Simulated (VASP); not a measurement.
Here is a VASP 6.6.1 calculation.

The input INCAR:

```
SYSTEM = SiO2
ALGO = Normal
EDIFF = 1E-6
ENCUT = 520
GGA = PE
ISIF = 2
ISMEAR = 0
LASPH = .TRUE.
LCHARG = .FALSE.
LREAL = .FALSE.
LWAVE = .FALSE.
NBANDS = 25
NELM = 60
PREC = Accurate
SIGMA = 0.05
```

File KPOINTS:

```
k-points
0
G
  6 6 10
  0 0 0
```

File POSCAR:

```
SiO2
1.0
    4.1515185303      0.0000000000      0.0000000000
    0.0000000000      4.1515185303      0.0000000000
    0.0000000000      0.0000000000      2.8001992487
Si O
2 4
Direct
    0.5000000000      0.5000000000      0.5000000000
    0.0000000000      0.0000000000      0.0000000000
    0.6930127928      0.6930127928      0.0000000000
    0.1930127928      0.8069872072      0.5000000000
    0.3069872072      0.3069872072      0.0000000000
    0.8069872072      0.1930127928      0.5000000000
```

Potentials or basis: VASP PAW PBE potentials, release 64 (Si, O).

Launch:

```console
$ cat potpaw_PBE.64/Si/POTCAR potpaw_PBE.64/O/POTCAR > POTCAR
$ mpirun -np 1 vasp_std > vasp.out
```

**Question.** What does it give for the band gap on the k mesh?

**Answer.** 4.77 eV.

**Question.** Estimate the largest force.

**Answer.** 0.421 eV/Å.

**Question.** What does it give for the pressure?

**Answer.** -2.0 GPa.

Stress tensor (GPa, compression positive):
```
  6.05   0.00   0.00
  0.00   6.05   0.00
  0.00   0.00 -17.98
```

Caveat: the stress differs along the axes, from -18 to 6 GPa. A k mesh can miss the band edges.
